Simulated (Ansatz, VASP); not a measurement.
## Two plane-wave programs on C

The input INCAR:

```
SYSTEM = C
  PREC = Accurate
  ENCUT = 520
  EDIFF = 1E-7
  ISMEAR = 0
  SIGMA = 0.05
  LREAL = .FALSE.
  LASPH = .TRUE.
  NELM = 80
  ALGO = Normal
  ISIF = 2
  LWAVE = .FALSE.
  LCHARG = .FALSE.
  GGA = PE
  NBANDS = 11
```

KPOINTS

```
Automatic mesh
0
G
  12 12 12
  0 0 0
```

POSCAR

```
C
1.0
    0.0000000000      1.6976461160      1.7390686812
    1.6976461160      0.0000000000      1.7390686812
    1.6976461160      1.6976461160      0.0000000000
C
2
Direct
    0.5000000000      0.5000000000      0.5000000000
    0.7500000000      0.7500000000      0.7500000000
```

Input for Ansatz:

```yaml
crystal:
  lattice:
    - [0.0, 1.697646116, 1.7390686812]
    - [1.697646116, 0.0, 1.7390686812]
    - [1.697646116, 1.697646116, 0.0]
  atoms:
    - { symbol: C, position: [0.5, 0.5, 0.5] }
    - { symbol: C, position: [0.75, 0.75, 0.75] }
basis:
  ecutwfc: 520.0
kpoints:
  mp_grid: { grid: [12, 12, 12] }
hamiltonian:
  xc: pbe
  pseudopotentials: { kind: paw, azcp: { folder: soft_1 } }
scf:
  occupations: { method: gaussian, width: 0.05 }
output:
  forces: true
  stress: true
  eigenvalues: true
  write_density: true
  write_potential: true
  elf: true
  volumetric_format: npy
```

Alike in both runs: task single point; functional PBE; k mesh 12 × 12 × 12; occupations gaussian, width 0.05 eV; no spin polarisation.

```csv
,VASP,Ansatz
version,VASP 6.6.1,Ansatz 0.2.0
potentials or method,"VASP PAW PBE potentials, release 64 (C), cutoff 520 eV","scalar-relativistic, plane waves, PAW"
valence electrons in the cell,8,8
```

Ansatz gave:

* gap on the k mesh at the Fermi level (eV): 4.12
* least direct gap on the mesh (eV): 5.70

Question: What did VASP give for the same quantities?

Answer: gap on the k mesh at the Fermi level (eV): 4.11; least direct gap on the mesh (eV): 5.70.
